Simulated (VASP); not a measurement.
Input of a VASP 6.6.1 run:

The input INCAR:

```
PREC = Accurate
ENCUT = 520
EDIFF = 1E-6
ISMEAR = -1
SIGMA = 0.05
LREAL = False
LASPH = True
NELM = 80
ALGO = Fast
ISIF = 2
LWAVE = False
LCHARG = False
GGA = PE
NBANDS = 19
```

File KPOINTS:

```
regular mesh
0
Gamma
  9 9 5
```

File POSCAR:

```
Zr
1.0
    3.2320000000      0.0000000000      0.0000000000
   -1.6160000000      2.7989941050      0.0000000000
    0.0000000000      0.0000000000      5.1470000000
Zr
2
Direct
    0.6666666667      0.3333333333      0.7500000000
    0.3333333333      0.6666666667      0.2500000000
```

Potentials or basis: VASP PAW PBE potentials, release 64 (Zr_sv).

The run is started by

```console
$ cat potpaw_PBE.64/Zr_sv/POTCAR > POTCAR
$ mpirun -np 1 vasp_std > vasp.out
```

(1) Estimate the pressure.

(2) Predict the band gap on the k mesh.

## Answers

(1) 0.5 GPa.

(2) zero (band 12 reaches 9.86 eV, above the bottom of band 13 at 8.74 eV).
